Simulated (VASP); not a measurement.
Input of a VASP 6.6.1 run:

INCAR

```
PREC = Accurate
ENCUT = 520
EDIFF = 1E-6
ISMEAR = 0
SIGMA = 0.1
LREAL = F
LASPH = T
NELM = 100
ALGO = Normal
ISIF = 2
LWAVE = F
LCHARG = F
GGA = PE
NBANDS = 37
```

Contents of KPOINTS:

```
regular mesh
0
Gamma
  4 4 4
```

Contents of POSCAR:

```
Sc4W
1.0
    4.5325292200      0.0000000000      0.0000000000
    0.0000000000      4.5325292200      0.0000000000
    0.0000000000      0.0000000000      4.5325292200
Sc W
4 1
Direct
    0.0000000000      0.0000000000      0.0000000000
    0.5000000000      0.5000000000      0.0000000000
    0.5000000000      0.0000000000      0.5000000000
    0.0000000000      0.5000000000      0.5000000000
    0.5000000000      0.5000000000      0.5000000000
```

Potentials or basis: VASP PAW PBE potentials, release 64 (Sc_sv, W_sv).

Run with:

```console
$ cat potpaw_PBE.64/Sc_sv/POTCAR potpaw_PBE.64/W_sv/POTCAR > POTCAR
$ mpirun -np 1 vasp_std > vasp.out
```

Predict the band gap on the k mesh.

zero (band 29 reaches 7.51 eV, above the bottom of band 30 at 6.08 eV).

Predict the pressure.

38.9 GPa.

Caveat: spin-orbit coupling is left out, which moves the levels of the heavy elements.
